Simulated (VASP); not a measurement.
A run of VASP 6.6.1:

INCAR

```
PREC = Accurate ; ENCUT = 520
EDIFF = 1E-7 ; ISMEAR = 0
SIGMA = 0.1 ; LREAL = F
LASPH = T ; NELM = 100
ALGO = Fast ; ISIF = 2
LWAVE = F ; LCHARG = T
GGA = PE ; LELF = T
LVHAR = T ; NBANDS = 26
```

The input KPOINTS:

```
Automatic mesh
0
Gamma
  4 4 4
```

Contents of POSCAR:

```
ScS4
1.0
    4.8847938996      0.0000000000      0.0000000000
    0.0000000000      4.8847938996      0.0000000000
    0.0000000000      0.0000000000      4.8847938996
Sc S
1 4
Direct
    0.0000000000      0.0000000000      0.0000000000
    0.5000000000      0.0000000000      0.0000000000
    0.0000000000      0.5000000000      0.0000000000
    0.0000000000      0.0000000000      0.5000000000
    0.5000000000      0.5000000000      0.5000000000
```

Potentials or basis: VASP PAW PBE potentials, release 64 (Sc_sv, S).

Command:

```bash
$ cat potpaw_PBE.64/Sc_sv/POTCAR potpaw_PBE.64/S/POTCAR > POTCAR
$ mpirun -np 1 vasp_std > vasp.out
```

Hardware: 1 thread of Oxide Virtual Turin-like Processor, with other jobs on the host.

Q: Estimate the wall time of this run.

A: Run time: 27 s on 1 thread of Oxide Virtual Turin-like Processor, on a shared host, peak memory 0.17 GiB. Counts: scf iterations 19, k points 10.
